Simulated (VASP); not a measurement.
Wanted: the native input for a VASP 6.6.1 run.

```yaml
Task: single point
Functional: PBEsol
Potentials_or_basis: VASP PAW PBE potentials, release 64 (Ni, O)
Cutoff: 520 eV
k_mesh: 12 × 12 × 4
Occupations: gaussian, width 0.05 eV
Spin: no spin polarisation
Dipole_correction: no
Further_INCAR_settings: ALGO = Normal; EDIFF = 1e-07; NBANDS = 31
```

The structure of NiO2 lies in POSCAR:

```
NiO2
1.0
    2.7833395248      0.0000000000      0.0000000000
   -1.3916697624      2.4465993769      0.0000000000
    0.0000000000      0.0000000000     10.8430490062
Ni O
2 4
Direct
    0.0000000000      0.0000000000      0.0000000000
    0.0000000000      0.0000000000      0.5000000000
    0.6666666667      0.3333333333      0.0860929541
    0.6666666667      0.3333333333      0.4139070459
    0.3333333333      0.6666666667      0.9139070459
    0.3333333333      0.6666666667      0.5860929541
```

This cell differs from its parent crystal: strain +0.0150 x Voigt [0, 1, 0, 0, 0, 0].

One way to write it, as run:

INCAR

```
SYSTEM = NiO2
  PREC = Accurate
  ENCUT = 520
  EDIFF = 1E-7
  ISMEAR = 0
  SIGMA = 0.05
  LREAL = .FALSE.
  LASPH = .TRUE.
  NELM = 100
  ALGO = Normal
  ISIF = 2
  LWAVE = .FALSE.
  LCHARG = .FALSE.
  GGA = PS
  NBANDS = 31
```

KPOINTS

```
regular mesh
0
G
  12 12 4
  0 0 0
```

Potentials or basis: VASP PAW PBE potentials, release 64 (Ni, O).

Launch:

```bash
$ cat potpaw_PBE.64/Ni/POTCAR potpaw_PBE.64/O/POTCAR > POTCAR
$ mpirun -np 1 vasp_std > vasp.out
```

It gave:

```yaml
Pressure: -2.2 GPa
Largest_force: 0.135 eV/Å
Band_gap_on_the_k_mesh: 1.07 eV (least direct gap 1.33 eV)
```

Caveat: the cell differs from its parent crystal (strain +0.0150 x Voigt [0, 1, 0, 0, 0, 0]); the PAW data sets were made with another functional, which shifts forces and pressure a little; the run has no spin polarisation, though such a crystal can be magnetic.

It took 2.8 min on 1 thread of Intel(R) Xeon(R) 6975P-C (Granite Rapids), on a shared host, peak memory 0.37 GiB.
